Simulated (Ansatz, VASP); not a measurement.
## TiO2: VASP beside Ansatz

```
CELL_PARAMETERS angstrom
4.59685 0.00000 0.00000
0.00000 4.59685 0.00000
0.00000 0.00000 2.95350
ATOMIC_POSITIONS crystal
Ti 0.00000 0.00000 0.00000
Ti 0.50000 0.50000 0.50000
O 0.30464 0.30464 0.00000
O 0.19536 0.80464 0.50000
O 0.69536 0.69536 0.00000
O 0.80464 0.19536 0.50000
```

Alike in both runs: task single point; functional PBE; k mesh 6 × 6 × 8; no spin polarisation.

```csv
,VASP,Ansatz
version,VASP 6.6.1,Ansatz 0.2.0
potentials or method,"VASP PAW PBE potentials, release 64 (Ti_sv, O)","plane waves, PAW"
plane-wave cutoff (eV),520,420
occupations,"gaussian, width 0.01 eV",fixed
valence electrons in the cell,48,48
```

|  | VASP | Ansatz | Ansatz less VASP |
| --- | --- | --- | --- |
| gap on the k mesh at the Fermi level (eV) | 1.86 | 1.89 | +0.027 |
| pressure (GPa) | 5.9 | 5.2 | -0.69 |
| traceless stress, the component that is largest in VASP (GPa) | 0.04 | -0.17 | -0.210 |
| rms of the force components (eV/Å) | 0.038 | 0.026 | -0.0125 |

Atom by atom the forces differ by 0.013 eV/Å (rms over components).
